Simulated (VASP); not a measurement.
Wanted: the native input for a VASP 6.6.1 run.

```yaml
Task: single point
Functional: B3LYP
Potentials_or_basis: VASP PAW PBE potentials, release 64 (Sn_d, Se)
Cutoff: 520 eV
k_mesh: 4 × 4 × 4
Occupations: fermi-dirac, width 0.05 eV
Spin: no spin polarisation
Dipole_correction: no
Grid_for_exact_exchange_PRECFOCK: Normal
Further_INCAR_settings: ALGO = Normal; EDIFF = 1e-07; NBANDS = 17
```

Crystal: SnSe.

```
Sn Se
1.0
     0.00000    3.01000    3.01000
     3.01000    0.00000    3.01000
     3.01000    3.01000    0.00000
Sn Se
1 1
Direct
  0.00000 0.00000 0.00000
  0.50000 0.50000 0.50000
```

The input as run:

POSCAR

```
SnSe
1.0
    0.0000000000      3.0100000000      3.0100000000
    3.0100000000      0.0000000000      3.0100000000
    3.0100000000      3.0100000000      0.0000000000
Sn Se
1 1
Direct
    0.0000000000      0.0000000000      0.0000000000
    0.5000000000      0.5000000000      0.5000000000
```

INCAR.step1

```
PREC = Accurate
ENCUT = 520
EDIFF = 1E-5
ISMEAR = -1
SIGMA = 0.05
LREAL = F
LASPH = T
NELM = 80
ALGO = Normal
ISIF = 2
LWAVE = T
NBANDS = 17
GGA = PE
```

INCAR.step2

```
PREC = Accurate
ENCUT = 520
EDIFF = 1E-7
ISMEAR = -1
SIGMA = 0.05
LREAL = F
LASPH = T
NELM = 80
ALGO = Normal
ISIF = 2
LWAVE = F
LCHARG = T
GGA = B3
LHFCALC = T
AEXX = 0.2
AGGAX = 0.72
AGGAC = 0.81
ALDAC = 0.19
PRECFOCK = Normal
LELF = T
LVHAR = T
NBANDS = 17
ISTART = 1
```

KPOINTS

```
regular mesh
0
Gamma
  4 4 4
```

Potentials or basis: VASP PAW PBE potentials, release 64 (Sn_d, Se).

Run with:

```console
$ cat potpaw_PBE.64/Sn_d/POTCAR potpaw_PBE.64/Se/POTCAR > POTCAR
$ cp INCAR.step1 INCAR
$ mpirun -np 1 vasp_std > vasp.out
$ cp INCAR.step2 INCAR
$ mpirun -np 1 vasp_std > vasp.out
```

It gave:

The pressure is 1.9 GPa. The band gap on the k mesh is 0.74 eV, direct.

Caveat: the k points lie up to 0.45 Å⁻¹ apart; the PAW data sets were made with another functional, which shifts forces and pressure a little; spin-orbit coupling is left out, which moves the levels of the heavy elements.

Run time: 9.2 min on 1 thread of Intel(R) Xeon(R) Platinum 8375C CPU @ 2.90GHz (Ice Lake) (shared host), peak memory 0.19 GiB.
